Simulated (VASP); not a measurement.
# Al (R-3m) in VASP: single point with PBEsol

Aim: the single point of Al with PBEsol.

Program: VASP 6.6.1. These are calculated values, not measurements. Logs are shortened: lines on timing, memory, paths and dates and some standing lists are left out, and cuts for length are marked.

**1. The cell of the first run**

Symmetry: R-3m, No. 166, trigonal system. The conventional cell has a = 2.838 Å, b = 2.838 Å, c = 21.028 Å, α = 90.00°, β = 90.00°, γ = 120.00°. Within 3.7 Å of Al (site symmetry -3m) lie 12 Al at 2.84 to 2.85 Å. Within 3.7 Å of Al (site symmetry 3m) lie 12 Al at 2.84 to 2.86 Å.

**2. Single point, PBEsol**

Contents of INCAR:

```
SYSTEM = Al
PREC = Accurate
ENCUT = 520
EDIFF = 1E-6
ISMEAR = 0
SIGMA = 0.1
LREAL = .FALSE.
LASPH = .TRUE.
NELM = 60
ALGO = Fast
ISIF = 2
LWAVE = .FALSE.
LCHARG = .FALSE.
GGA = PS
NBANDS = 24
```

Contents of KPOINTS:

```
Automatic mesh
0
G
  18 18 3
  0 0 0
```

Contents of POSCAR:

```
Al
1.0
    2.8376330029      0.0000000000      0.0000000000
   -1.4188165015      2.4574622671      0.0000000000
    0.0000000000      0.0000000000     21.0282022922
Al
9
Direct
    0.0000000000      0.0000000000      0.0000000000
    0.3333333333      0.6666666667      0.1108317505
    0.0000000000      0.0000000000      0.2225015828
    0.3333333333      0.6666666667      0.3333333333
    0.6666666667      0.3333333333      0.4441650838
    0.3333333333      0.6666666667      0.5558349162
    0.6666666667      0.3333333333      0.6666666667
    0.0000000000      0.0000000000      0.7774984172
    0.6666666667      0.3333333333      0.8891682495
```

Potentials or basis: VASP PAW PBE potentials, release 64 (Al).

Started as:

```sh
cat potpaw_PBE.64/Al/POTCAR > POTCAR
mpirun -np 1 vasp_std > vasp.out
```

OUTCAR:

```text
SYSTEM = Al
   PREC = Accurate
   ENCUT = 520
   EDIFF = 1E-6
   ISMEAR = 0
   LREAL = .FALSE.
   LASPH = .TRUE.
   NELM = 60
   ISIF = 2
   GGA = PS

 ion  position               nearest neighbor table
   1  0.000  0.000  0.000-   2 2.85   9 2.85   9 2.85   2 2.85   9 2.85   2 2.85
   2  0.333  0.667  0.111-   1 2.85   1 2.85   1 2.85   3 2.86   3 2.86   3 2.86
   3  0.000  0.000  0.223-   4 2.85   4 2.85   4 2.85   2 2.86   2 2.86   2 2.86
   4  0.333  0.667  0.333-   5 2.85   5 2.85   3 2.85   3 2.85   3 2.85   5 2.85
   5  0.667  0.333  0.444-   4 2.85   4 2.85   4 2.85   6 2.86   6 2.86   6 2.86
   6  0.333  0.667  0.556-   7 2.85   7 2.85   7 2.85   5 2.86   5 2.86   5 2.86
   7  0.667  0.333  0.667-   6 2.85   6 2.85   8 2.85   8 2.85   8 2.85   6 2.85
   8  0.000  0.000  0.777-   7 2.85   7 2.85   7 2.85   9 2.86   9 2.86   9 2.86
   9  0.667  0.333  0.889-   1 2.85   1 2.85   1 2.85   8 2.86   8 2.86   8 2.86

  LATTYP: Found a hexagonal cell.
 ALAT       =     2.8376330029
 C/A-ratio  =     7.4104728380

  Lattice vectors:

 A1 = (   2.8376330029,   0.0000000000,   0.0000000000)
 A2 = (  -1.4188165015,   2.4574622671,   0.0000000000)
 A3 = (   0.0000000000,   0.0000000000,  21.0282022922)

Analysis of symmetry for initial positions (statically):
=====================================================================
 Subroutine PRICEL returns following result:

  LATTYP: Found a trigonal (rhomboedric) cell.
 ALAT       =     7.1983159661
 COS(alpha) =     0.9223000668

  Lattice vectors:

 A1 = (  -1.4188165013,   0.8191540890,  -7.0094007634)
 A2 = (   1.4188165011,   0.8191540892,  -7.0094007655)
 A3 = (   0.0000000002,  -1.6383081781,  -7.0094007634)

   3 primitive cells build up your supercell.

 Routine SETGRP: Setting up the symmetry group for a
 hexagonal supercell.

 Subroutine GETGRP returns: Found 12 space group operations
 (whereof 12 operations were pure point group operations)
 out of a pool of 24 trial point group operations.

The static configuration has the point symmetry D_3d.

Analysis of symmetry for dynamics (positions and initial velocities):
=====================================================================
 Subroutine PRICEL returns following result:

  LATTYP: Found a trigonal (rhomboedric) cell.
 ALAT       =     7.1983159661
 COS(alpha) =     0.9223000668

  Lattice vectors:

 A1 = (  -1.4188165013,   0.8191540890,  -7.0094007634)
 A2 = (   1.4188165011,   0.8191540892,  -7.0094007655)
 A3 = (   0.0000000002,  -1.6383081781,  -7.0094007634)

   3 primitive cells build up your supercell.

 Routine SETGRP: Setting up the symmetry group for a
 hexagonal supercell.

 Subroutine GETGRP returns: Found 12 space group operations
 (whereof 12 operations were pure point group operations)
 out of a pool of 24 trial point group operations.

The dynamic configuration has the point symmetry D_3d.

 Subroutine INISYM returns: Found 12 space group operations
 (whereof 12 operations are pure point group operations),
 and found     3 'primitive' translations

----------------------------------------------------------------------------------------

                                     Primitive cell

  volume of cell :      48.8792

  direct lattice vectors                    reciprocal lattice vectors
    -1.418816501  0.819154089 -7.009400763    -0.352406389  0.203461924 -0.047555183
     1.418816501  0.819154089 -7.009400765     0.352406389  0.203461924 -0.047555183
     0.000000000 -1.638308178 -7.009400763     0.000000000 -0.406923847 -0.047555183

  length of vectors
     7.198315966  7.198315968  7.198315966     0.409693194  0.409693193  0.409693193

  position of ions in fractional coordinates (direct lattice)
     0.000000000  0.000000000  0.000000000
     0.222501583  0.222501583  0.222501583
     0.777498417  0.777498417  0.777498417

  ion indices of the primitive-cell ions
   primitive index   ion index
                 1           1
                 2           8
                 3           3

----------------------------------------------------------------------------------------

 KPOINTS: Automatic mesh

Automatic generation of k-mesh.
 Grid dimensions read from file:
 generate k-points for:   18   18    3

 Generating k-lattice:

  Cartesian coordinates                     Fractional coordinates (reciprocal lattice)
     0.019578133  0.011303440  0.000000000     0.055555556  0.000000000  0.000000000
     0.000000000  0.022606880  0.000000000     0.000000000  0.055555556  0.000000000
     0.000000000  0.000000000  0.015851728     0.000000000  0.000000000  0.333333333

  Length of vectors
     0.022606880  0.022606880  0.015851728

  Shift w.r.t. Gamma in fractional coordinates (k-lattice)
     0.000000000  0.000000000  0.000000000

 Subroutine IBZKPT returns following result:
 ===========================================

 Found    101 irreducible k-points:

 Following reciprocal coordinates:
            Coordinates               Weight
  0.000000  0.000000  0.000000      1.000000
  0.055556  0.000000  0.000000      6.000000
  0.111111  0.000000  0.000000      6.000000
  0.166667 -0.000000  0.000000      6.000000
  0.222222  0.000000  0.000000      6.000000
  0.277778 -0.000000  0.000000      6.000000
[... 16 lines left out ...]
  0.333333  0.111111  0.000000     12.000000
  0.388889  0.111111  0.000000     12.000000
 [... further k-points ...]
   k-points           NKPTS =    101   k-points in BZ     NKDIM =    101   number of bands    NBANDS=     24
   number of dos      NEDOS =    301   number of ions     NIONS =      9
   total plane-waves  NPLWV =  92160
   dimension x,y,z NGX =    24 NGY =   24 NGZ =  160
   dimension x,y,z NGXF=    48 NGYF=   48 NGZF=  320
   ions per type =               9
   NGX,Y,Z   is equivalent  to a cutoff of  14.06, 14.06, 12.65 a.u.
   NGXF,Y,Z  is equivalent  to a cutoff of  28.12, 28.12, 25.30 a.u.
 SYSTEM =  Al
   PREC   = accura    normal or accurate (medium, high low for compatibility)
   ISTART =      0    job   : 0-new  1-cont  2-samecut
   ICHARG =      2    charge: 1-file 2-atom 10-const
   ISPIN  =      1    spin polarized calculation?
   LNONCOLLINEAR =      F non collinear calculations
   LSORBIT =      F    spin-orbit coupling
   LASPH  =      T    aspherical Exc in radial PAW
   ENCUT  =  520.0 eV  38.22 Ry    6.18 a.u.   5.28  5.28 39.10*2*pi/ulx,y,z
   NELM   =     60;   NELMIN=  2; NELMDL= -5     # of ELM steps
   EDIFF  = 0.1E-05   stopping-criterion for ELM
   LREAL  =      F    real-space projection
   EDIFFG = 0.1E-04   stopping-criterion for IOM
   NSW    =      0    number of steps for IOM
   IBRION =     -1    ionic relax: 0-MD 1-quasi-New 2-CG
   NFREE  =      0    steps in history (QN), initial steepest desc. (CG)
   ISIF   =      2    stress and relaxation
   ISYM   =      2    0-nonsym 1-usesym 2-fastsym
   POTIM  = 0.5000    time-step for ionic-motion
   TEBEG  =    0.0;   TEEND  =   0.0 temperature during run
   PSTRESS=    0.0 pullay stress
   NELECT =      27.0000    total number of electrons
   NUPDOWN=      -1.0000    fix difference up-down
   EMIN   =  10.00;   EMAX   =-10.00  energy-range for DOS
   EFERMI =   0.00;   METHOD = LEGACY
   ISMEAR =     0;   SIGMA  =   0.10  broadening in eV -4-tet -1-fermi 0-gaus
   EFERMI_NEDOS =   21; number of points for ismear=-14 and -15
   IALGO  =     68    algorithm
   IMIX   =      4    mixing-type and parameters
     AMIX     =   0.40;   BMIX     =  1.00
     AMIX_MAG =   1.60;   BMIX_MAG =  1.00
  volume/ion in A,a.u.               =      16.29       109.95
  Fermi-wavevector in a.u.,A,eV,Ry     =   0.931353  1.760002 11.801945  0.867419
  Thomas-Fermi vector in A             =   2.057837
   LORBIT       =      0    0 simple, 1 ext, 2 COOP (PROOUT), +10 PAW based schemes
   GGA     = PS    functional components
   LHFCALC =     F    Hartree Fock is set to
   AEXX    =    0.0000 exact exchange contribution
   IVDW    =     0    specifies the selected vdW correction
   LEPSILON=     F    determine dielectric tensor
   LRPA    =     F    only Hartree local field effects (RPA)
 non-spin polarized calculation
 RMM-DIIS sequential band-by-band and
 Gauss-broadening in eV      SIGMA  =   0.10
  energy-cutoff  :      520.00
  volume of cell :      146.64
 maximum number of plane-waves:      3984
 NGX is ok and might be reduce to    24
   NGX = 11   NGY = 11   NGZ = 79

 number of electron      27.0000000 magnetization

 Free energy of the ion-electron system (eV)
  ---------------------------------------------------
  ext. energy  EPLUGINS =         0.00000000
  ---------------------------------------------------
  free energy    TOTEN  =       -36.66732372 eV

  energy without entropy =      -36.65074645  energy(sigma->0) =      -36.65903508

 E-fermi :   8.0444     XC(G=0): -10.3035

 val. band max:        8.0282496406   @ k =   0.3333  -0.0000   0.0000
 cond. band min:       8.0478132657   @ k =   0.0000   0.3889   0.3333
 fundamental gap:      0.0195636251
 Fermi energy:         8.0444155977

 k-point     1 :       0.0000    0.0000    0.0000
  band No.  band energies     occupation
      1      -3.1372      2.00000
      2      -2.8030      2.00000
      3      -2.8030      2.00000
      4      -1.8043      2.00000
      5      -1.8043      2.00000
      6      -0.1706      2.00000
[... 16 lines left out ...]
     23      19.3180      0.00000
     24      19.3671      0.00000

 k-point     2 :       0.0556    0.0000    0.0000
  band No.  band energies     occupation
      1      -3.0616      2.00000
      2      -2.7276      2.00000
      3      -2.7276      2.00000
      4      -1.7294      2.00000
      5      -1.7294      2.00000
      6      -0.0966      2.00000
[... 16 lines left out ...]
     23      18.2278      0.00000
     24      18.4493      0.00000
[... 565 lines left out ...]
     23      11.5132      0.00000
     24      11.7915      0.00000

 k-point    24 :       0.3889    0.1111    0.0000
  band No.  band energies     occupation
      1       1.8354      2.00000
      2       2.1558      2.00000
      3       2.1562      2.00000
      4       3.1067      2.00000
      5       3.1080      2.00000
      6       4.4119      2.00000
[... 16 lines left out ...]
     23      11.3359      0.00000
     24      11.8519      0.00000

 [... further k-points ...]

------------------------ aborting loop because EDIFF is reached ----------------------------------------

  FORCE on cell =-STRESS in cart. coord.  units (eV):
  Direction    XX          YY          ZZ          XY          YZ          ZX
  --------------------------------------------------------------------------------------
  -------------------------------------------------------------------------------------
  Total        0.0430113      0.0430113      0.0506440     -0.0000000      0.0000000      0.0000000
  in kB        0.4699460      0.4699460      0.5533414     -0.0000000      0.0000000      0.0000000
  external PRESSURE =       0.4977445 kB  Pullay stress =       0.0000000 kB

 VOLUME and BASIS-vectors are now :
 -----------------------------------------------------------------------------
  energy-cutoff  :      520.00
  volume of cell :      146.64
      direct lattice vectors                 reciprocal lattice vectors
     2.837633003  0.000000000  0.000000000     0.352406389  0.203461924  0.000000000
    -1.418816502  2.457462267  0.000000000     0.000000000  0.406923847  0.000000000
     0.000000000  0.000000000 21.028202292     0.000000000  0.000000000  0.047555183

 POSITION                                       TOTAL-FORCE (eV/Angst)
 -----------------------------------------------------------------------------------
      0.00000      0.00000      0.00000         0.000000     -0.000000      0.000000
     -0.00000      1.63831      2.33059         0.000000     -0.000000     -0.002952
      0.00000      0.00000      4.67881         0.000000     -0.000000      0.002952
     -0.00000      1.63831      7.00940        -0.000000      0.000000      0.000000
      1.41882      0.81915      9.33999        -0.000000     -0.000000     -0.002952
     -0.00000      1.63831     11.68821        -0.000000      0.000000      0.002952
      1.41882      0.81915     14.01880        -0.000000     -0.000000      0.000000
      0.00000      0.00000     16.34939         0.000000      0.000000     -0.002952
      1.41882      0.81915     18.69761        -0.000000      0.000000      0.002952
 -----------------------------------------------------------------------------------
    total drift:                                0.000000     -0.000000      0.000000

  FREE ENERGIE OF THE ION-ELECTRON SYSTEM (eV)
  ---------------------------------------------------
  free  energy   TOTEN  =       -36.6673237185 eV

  energy  without entropy=      -36.6507464475  energy(sigma->0) =      -36.65903508
```

Run time: 2.7 min. Hardware: 1 thread of Intel Xeon 6975P-C (Granite Rapids), shared host; peak memory 0.43 GiB.

What came out:

| Quantity | Value |
| --- | --- |
| Free energy | -36.6673 eV |
| Pressure | 0.0 GPa |
| Band gap on the k mesh | zero (an odd number of electrons rules out a gap without spin polarisation) |

Forces in eV/Å, atoms in the order of the input:
```
Al   0.000  0.000  0.000
Al   0.000  0.000 -0.003
Al   0.000  0.000  0.003
Al   0.000  0.000  0.000
Al   0.000  0.000 -0.003
Al   0.000  0.000  0.003
Al   0.000  0.000  0.000
Al   0.000  0.000 -0.003
Al   0.000  0.000  0.003
```

Levels at points of the mesh, in eV from the Fermi level:
```
           k point  band 9  band 10  band 11  band 12  band 13  band 14  band 15  band 16  band 17  band 18
(0.00, 0.00, 0.00)   -5.93    -3.04    -3.04     0.40     0.42     4.38     4.38     8.74     8.74    10.95
(0.50, 0.00, 0.00)   -3.99    -3.62    -2.29    -2.29    -2.19    -2.19    -0.41    -0.08    -0.08     0.34
```

Caveat: the PAW data sets were made with another functional, which shifts forces and pressure a little.
